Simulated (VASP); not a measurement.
A run of VASP 6.6.1:

File INCAR:

```
PREC     = Accurate       # precision mode
ENCUT    = 600            # plane-wave cutoff, eV
EDIFF    = 1E-7           # SCF threshold, eV
ISMEAR   = 0              # smearing method
SIGMA    = 0.1            # smearing width, eV
LREAL    = False          # projectors in reciprocal space
LASPH    = True           # aspherical terms in the spheres
NELM     = 100            # most SCF steps
ALGO     = Normal         # electronic algorithm
ISIF     = 3              # what is computed and relaxed
LWAVE    = False          # write WAVECAR
LCHARG   = False          # write CHGCAR
GGA      = PE             # functional
IBRION   = 2              # ionic algorithm
NSW      = 90             # ionic steps
EDIFFG   = -0.04          # ionic threshold
```

File KPOINTS:

```
regular mesh
0
Gamma
  4 4 4
```

The input POSCAR:

```
SnW
1.0
    0.0000000000      3.5532585851      3.5532585851
    3.5532585851      0.0000000000      3.5532585851
    3.5532585851      3.5532585851      0.0000000000
Sn W
2 2
Direct
    0.5000000000      0.5000000000      0.5000000000
    0.7500000000      0.7500000000      0.7500000000
    0.0000000000      0.0000000000      0.0000000000
    0.2500000000      0.2500000000      0.2500000000
```

Potentials or basis: VASP PAW PBE potentials, release 64 (Sn_d, W_sv).

Command:

```sh
$ cat potpaw_PBE.64/Sn_d/POTCAR potpaw_PBE.64/W_sv/POTCAR > POTCAR
$ mpirun -np 1 vasp_std > vasp.out
```

Hardware: 1 thread of AMD EPYC 9R45 96-Core Processor (Zen 5), with other jobs on the host.

Q: How long does it take, and how much memory?

A: Wall time 93 s on 1 thread of AMD EPYC 9R45 96-Core Processor (Zen 5), with other jobs on the host, peak memory 0.22 GiB. Counts: scf iterations 59, k points 8, ion steps 5.
